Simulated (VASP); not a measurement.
Set up this calculation in VASP 6.6.1, as the native input.

- Task: single point
- Functional: LDA
- Potentials or basis: VASP PAW LDA potentials, release 64 (Mg, O)
- Cutoff: 520 eV
- k mesh: 7 × 7 × 4
- Occupations: gaussian, width 0.01 eV
- Spin: no spin polarisation
- Dipole correction: no
- Further INCAR settings: ALGO = Normal; EDIFF = 1e-06; NBANDS = 16

The structure of MgO lies in POSCAR:

```
MgO
1.0
    3.3832347165      0.0000000000      0.0000000000
   -1.6916168468      2.9299676489      0.0000000000
    0.0000000000      0.0000000000      5.0965371623
Mg O
2 2
Direct
    0.3333333333      0.6666666667      0.0021600000
    0.6666666667      0.3333333333      0.5021600000
    0.3333333333      0.6666666667      0.4024400000
    0.6666666667      0.3333333333      0.9024400000
```

These files were run (other wordings do the same):

INCAR

```
PREC = Accurate
ENCUT = 520
EDIFF = 1E-6
ISMEAR = 0
SIGMA = 0.01
LREAL = F
LASPH = T
NELM = 60
ALGO = Normal
ISIF = 2
LWAVE = F
LCHARG = F
GGA = CA
NBANDS = 16
```

KPOINTS

```
Automatic mesh
0
Gamma
  7 7 4
```

Potentials or basis: VASP PAW LDA potentials, release 64 (Mg, O).

Run with:

```sh
$ cat potpaw_LDA.64/Mg/POTCAR potpaw_LDA.64/O/POTCAR > POTCAR
$ mpirun -np 1 vasp_std > vasp.out
```

It gave:

| Item | Value |
| --- | --- |
| Pressure | -12.1 GPa |
| Largest force | 0.110 eV/Å |
| Band gap on the k mesh | 3.00 eV, direct |

Run time: 36 s on 1 thread of AMD EPYC 7R43 64-Core Processor (Zen 3), with other jobs on the host, peak memory 0.12 GiB.
